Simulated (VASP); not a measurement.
# Al8H in VASP: notebook, part 2 of 2

VASP 6.6.1.

**3. Single point, PBE**

Contents of INCAR:

```
SYSTEM = Al8H
PREC = Accurate
ENCUT = 520
EDIFF = 1E-6
ISMEAR = 0
SIGMA = 0.1
LREAL = Auto
LASPH = .True.
NELM = 60
ALGO = Normal
ISIF = 2
LWAVE = .False.
LCHARG = .False.
LDIPOL = .True.
IDIPOL = 3
DIPOL = 0.5 0.5 0.292
GGA = PE
NBANDS = 40
```

Contents of KPOINTS:

```
regular mesh
0
Gamma
  5 4 1
  0 0 0
```

Contents of POSCAR:

```
Al8H
1.0
    5.7143028096      0.0000000000      0.0000000000
    0.0000000000      8.0812445328      0.0000000000
    0.0000000000      0.0000000000     22.2437981863
Al H
16 2
Direct
    0.2500000000      0.2500000000      0.1798254042
    0.2500000000      0.7500000000      0.1798254042
    0.7500000000      0.2500000000      0.1798254042
    0.7500000000      0.7500000000      0.1798254042
    0.0000000000      0.0000000000      0.2440489550
    0.0000000000      0.5000000000      0.2440489550
    0.5000000000      0.0000000000      0.2440489550
    0.5000000000      0.5000000000      0.2440489550
    0.2500000000      0.2500000000      0.3102692916
    0.2500000000      0.7500000000      0.3102692916
    0.7500000000      0.2500000000      0.3102692916
    0.7500000000      0.7500000000      0.3102692916
    0.0000000000      0.0000000000      0.3706110853
    0.0000000000      0.5000000000      0.3706110853
    0.5000000000      0.0000000000      0.3706110853
    0.5000000000      0.5000000000      0.3706110853
    0.7500000000     -0.0402165779      0.4196135079
    0.7500000000      0.0402165779      0.4196135079
```

Potentials or basis: VASP PAW PBE potentials, release 64 (Al, H).

On the command line:

```console
$ cat potpaw_PBE.64/Al/POTCAR potpaw_PBE.64/H/POTCAR > POTCAR
$ mpirun -np 1 vasp_std > vasp.out
```

OUTCAR:

```text
SYSTEM = Al8H
   PREC = Accurate
   ENCUT = 520
   EDIFF = 1E-6
   ISMEAR = 0
   LREAL = Auto
   LASPH = .True.
   NELM = 60
   ISIF = 2
   GGA = PE

 ion  position               nearest neighbor table
   1  0.250  0.250  0.180-   3 2.86   3 2.86   6 2.86   7 2.86   8 2.86   5 2.86   9 2.90
   2  0.250  0.750  0.180-   4 2.86   4 2.86   6 2.86   7 2.86   8 2.86   5 2.86  10 2.90
   3  0.750  0.250  0.180-   1 2.86   1 2.86   6 2.86   7 2.86   8 2.86   5 2.86  11 2.90
   4  0.750  0.750  0.180-   2 2.86   2 2.86   6 2.86   7 2.86   8 2.86   5 2.86  12 2.90
   5  0.000  0.000  0.244-  13 2.82   7 2.86   7 2.86   4 2.86   1 2.86   2 2.86   3 2.86  11 2.88
                            12 2.88   9 2.88  10 2.88
   6  0.000  0.500  0.244-  14 2.82   8 2.86   8 2.86   4 2.86   1 2.86   2 2.86   3 2.86  11 2.88
                            12 2.88   9 2.88  10 2.88
   7  0.500  0.000  0.244-  15 2.82   5 2.86   5 2.86   4 2.86   1 2.86   2 2.86   3 2.86  11 2.88
                            12 2.88   9 2.88  10 2.88
   8  0.500  0.500  0.244-  16 2.82   6 2.86   6 2.86   4 2.86   1 2.86   2 2.86   3 2.86  11 2.88
                            12 2.88   9 2.88  10 2.88
   9  0.250  0.250  0.310-  13 2.81  14 2.81  15 2.81  16 2.81  11 2.86  11 2.86   7 2.88   8 2.88
                             5 2.88   6 2.88   1 2.90
  10  0.250  0.750  0.310-  13 2.81  14 2.81  15 2.81  16 2.81  12 2.86  12 2.86   7 2.88   8 2.88
                             5 2.88   6 2.88   2 2.90
  11  0.750  0.250  0.310-  13 2.81  14 2.81  15 2.81  16 2.81   9 2.86   9 2.86   7 2.88   8 2.88
                             5 2.88   6 2.88   3 2.90
  12  0.750  0.750  0.310-  13 2.81  14 2.81  15 2.81  16 2.81  10 2.86  10 2.86   7 2.88   8 2.88
                             5 2.88   6 2.88   4 2.90
  13  0.000  0.000  0.371-  17 1.83  18 1.83  11 2.81  12 2.81   9 2.81  10 2.81   5 2.82  15 2.86
                            15 2.86
  14  0.000  0.500  0.371-   9 2.81  10 2.81  11 2.81  12 2.81   6 2.82  16 2.86  16 2.86
  15  0.500  0.000  0.371-  17 1.83  18 1.83  11 2.81  12 2.81   9 2.81  10 2.81   7 2.82  13 2.86
                            13 2.86
  16  0.500  0.500  0.371-   9 2.81  10 2.81  11 2.81  12 2.81   8 2.82  14 2.86  14 2.86
  17  0.750  0.960  0.420-  18 0.65  15 1.83  13 1.83
  18  0.750  0.040  0.420-  17 0.65  15 1.83  13 1.83

  LATTYP: Found a simple orthorhombic cell.
 ALAT       =     5.7143028096
 B/A-ratio  =     1.4142135624
 C/A-ratio  =     3.8926530370

  Lattice vectors:

 A1 = (   5.7143028096,   0.0000000000,   0.0000000000)
 A2 = (   0.0000000000,   8.0812445328,   0.0000000000)
 A3 = (   0.0000000000,   0.0000000000,  22.2437981863)

Analysis of symmetry for initial positions (statically):
=====================================================================
 Subroutine PRICEL returns:
 Original cell was already a primitive cell.

 Routine SETGRP: Setting up the symmetry group for a
 simple orthorhombic supercell.

 Subroutine GETGRP returns: Found  4 space group operations
 (whereof  2 operations were pure point group operations)
 out of a pool of  8 trial point group operations.

The static configuration has the point symmetry C_1h.
 The point group associated with its full space group is C_2v.

Analysis of symmetry for dynamics (positions and initial velocities):
=====================================================================
 Subroutine PRICEL returns:
 Original cell was already a primitive cell.

 Routine SETGRP: Setting up the symmetry group for a
 simple orthorhombic supercell.

 Subroutine GETGRP returns: Found  4 space group operations
[... 109 lines left out ...]
   NGXF,Y,Z  is equivalent  to a cutoff of  24.44, 24.69, 25.11 a.u.
 SYSTEM =  Al8H
   PREC   = accura    normal or accurate (medium, high low for compatibility)
   ISTART =      0    job   : 0-new  1-cont  2-samecut
   ICHARG =      2    charge: 1-file 2-atom 10-const
   ISPIN  =      1    spin polarized calculation?
   LNONCOLLINEAR =      F non collinear calculations
   LSORBIT =      F    spin-orbit coupling
   LASPH  =      T    aspherical Exc in radial PAW
   ENCUT  =  520.0 eV  38.22 Ry    6.18 a.u.  10.62 15.03 41.36*2*pi/ulx,y,z
   NELM   =     60;   NELMIN=  2; NELMDL= -5     # of ELM steps
   EDIFF  = 0.1E-05   stopping-criterion for ELM
   LREAL  =      T    real-space projection
   EDIFFG = 0.1E-04   stopping-criterion for IOM
   NSW    =      0    number of steps for IOM
   IBRION =     -1    ionic relax: 0-MD 1-quasi-New 2-CG
   NFREE  =      0    steps in history (QN), initial steepest desc. (CG)
   ISIF   =      2    stress and relaxation
   ISYM   =      2    0-nonsym 1-usesym 2-fastsym
   POTIM  = 0.5000    time-step for ionic-motion
   TEBEG  =    0.0;   TEEND  =   0.0 temperature during run
   PSTRESS=    0.0 pullay stress
   NELECT =      50.0000    total number of electrons
   NUPDOWN=      -1.0000    fix difference up-down
   EMIN   =  10.00;   EMAX   =-10.00  energy-range for DOS
   EFERMI =   0.00;   METHOD = LEGACY
   ISMEAR =     0;   SIGMA  =   0.10  broadening in eV -4-tet -1-fermi 0-gaus
   EFERMI_NEDOS =   21; number of points for ismear=-14 and -15
   IALGO  =     38    algorithm
   IMIX   =      4    mixing-type and parameters
     AMIX     =   0.40;   BMIX     =  1.00
     AMIX_MAG =   1.60;   BMIX_MAG =  1.00
  volume/ion in A,a.u.               =      57.07       385.10
  Fermi-wavevector in a.u.,A,eV,Ry     =   0.597743  1.129571  4.861321  0.357297
  Thomas-Fermi vector in A             =   1.648585
   LORBIT       =      0    0 simple, 1 ext, 2 COOP (PROOUT), +10 PAW based schemes
   GGA     = PE    functional components
   LHFCALC =     F    Hartree Fock is set to
   AEXX    =    0.0000 exact exchange contribution
   IVDW    =     0    specifies the selected vdW correction
   LEPSILON=     F    determine dielectric tensor
   LRPA    =     F    only Hartree local field effects (RPA)
 non-spin polarized calculation
 Gauss-broadening in eV      SIGMA  =   0.10
  energy-cutoff  :      520.00
  volume of cell :     1027.19
 maximum number of plane-waves:     27706
   NGX = 21   NGY = 31   NGZ = 83

 dipolmoment           0.000000      0.000000      0.040756 electrons x Angstroem

 number of electron      49.9999996 magnetization

 dipolmoment           0.000000      0.000000     -0.077539 electrons x Angstroem

 Free energy of the ion-electron system (eV)
  ---------------------------------------------------
  ext. energy  EPLUGINS =         0.00000000
  ---------------------------------------------------
  free energy    TOTEN  =       -58.79083223 eV

  energy without entropy =      -58.74199202  energy(sigma->0) =      -58.76641212

 E-fermi :  -0.7306     XC(G=0):  -3.6034

 val. band max:       -0.7379026010   @ k =   0.2000   0.2500   0.0000
 cond. band min:      -0.7057534228   @ k =   0.2000   0.0000   0.0000
 fundamental gap:      0.0321491781
 Fermi energy:        -0.7305981042

 k-point     1 :       0.0000    0.0000    0.0000
  band No.  band energies     occupation
      1     -13.3794      2.00000
      2     -10.8600      2.00000
      3      -8.7215      2.00000
      4      -8.7083      2.00000
      5      -8.3035      2.00000
      6      -6.5628      2.00000
[... 349 lines left out ...]
     36       1.8200      0.00000
     37       1.9888      0.00000
 [bands above 37 left out]

------------------------ aborting loop because EDIFF is reached ----------------------------------------

 vacuum level on the upper side and lower side of the slab       (xc-potential included)        -0.172         0.134

  FORCE on cell =-STRESS in cart. coord.  units (eV):
  Direction    XX          YY          ZZ          XY          YZ          ZX
  --------------------------------------------------------------------------------------
  -------------------------------------------------------------------------------------
  Total       -4.3451942      0.5010905      1.4226208      0.0000000      0.0000000      0.0000000
  in kB       -6.7774970      0.7815851      2.2189590      0.0000000      0.0000000      0.0000000
  external PRESSURE =      -1.2589843 kB  Pullay stress =       0.0000000 kB

 VOLUME and BASIS-vectors are now :
 -----------------------------------------------------------------------------
  energy-cutoff  :      520.00
  volume of cell :     1027.19
      direct lattice vectors                 reciprocal lattice vectors
     5.714302810  0.000000000  0.000000000     0.174999476  0.000000000  0.000000000
     0.000000000  8.081244533  0.000000000     0.000000000  0.123743317  0.000000000
     0.000000000  0.000000000 22.243798186     0.000000000  0.000000000  0.044956351

 POSITION                                       TOTAL-FORCE (eV/Angst)
 -----------------------------------------------------------------------------------
      1.42858      2.02031      4.00000         0.000000      0.020863      0.226932
      1.42858      6.06093      4.00000         0.000000     -0.020863      0.226932
      4.28573      2.02031      4.00000         0.000000     -0.044189      0.262395
      4.28573      6.06093      4.00000         0.000000      0.044189      0.262395
      0.00000      0.00000      5.42858         0.268927      0.000000     -0.310863
      0.00000      4.04062      5.42858         0.119974      0.000000     -0.204138
[... 10 lines left out ...]
      4.28573      7.75624      9.33380         0.000000     -6.827196      1.351887
      4.28573      0.32500      9.33380         0.000000      6.827196      1.351887
 -----------------------------------------------------------------------------------
    total drift:                               -0.000000     -0.000000     -0.015629

  FREE ENERGIE OF THE ION-ELECTRON SYSTEM (eV)
  ---------------------------------------------------
  free  energy   TOTEN  =       -58.7908322261 eV

  energy  without entropy=      -58.7419920215  energy(sigma->0) =      -58.76641212

 vacuum level on the upper side and lower side of the slab         2.992         3.297
```

It took 12 min on 1 thread of Intel Xeon Platinum 8259CL at 2.50GHz (Skylake/Cascade Lake), shared host; peak memory 0.9 GiB.

What came out:

| Quantity | Value |
| --- | --- |
| Free energy | -58.7908 eV |
| Largest force | 6.960 eV/Å |
| Band gap on the k mesh | zero (bands 25 and 26 overlap by 0.69 eV) |

Forces in eV/Å, atoms in the order of the input:
```
Al   0.000  0.021  0.227
Al   0.000 -0.021  0.227
Al   0.000 -0.044  0.262
Al   0.000  0.044  0.262
Al   0.269  0.000 -0.311
Al   0.120  0.000 -0.204
Al  -0.269  0.000 -0.311
Al  -0.120  0.000 -0.204
Al   0.000  0.018 -0.120
Al   0.000 -0.018 -0.120
Al   0.000 -0.177  0.206
Al   0.000  0.177  0.206
Al   2.043  0.000 -1.427
Al   0.009  0.000  0.015
Al  -2.043  0.000 -1.427
Al  -0.009  0.000  0.015
H    0.000 -6.827  1.352
H    0.000  6.827  1.352
```

Levels at points of the mesh, in eV from the Fermi level:
| k point | band 21 | band 22 | band 23 | band 24 | band 25 | band 26 | band 27 | band 28 | band 29 | band 30 |
| --- | --- | --- | --- | --- | --- | --- | --- | --- | --- | --- |
| (0.00, 0.00, 0.00) | -1.62 | -0.97 | -0.93 | -0.78 | -0.56 | -0.38 | 0.06 | 0.08 | 0.91 | 1.27 |
| (0.00, 0.50, 0.00) | -0.96 | -0.95 | -0.91 | -0.87 | -0.52 | -0.34 | 0.22 | 0.24 | 0.60 | 0.75 |

The gap in the log of VASP goes by the Fermi energy; the results here count the filled bands.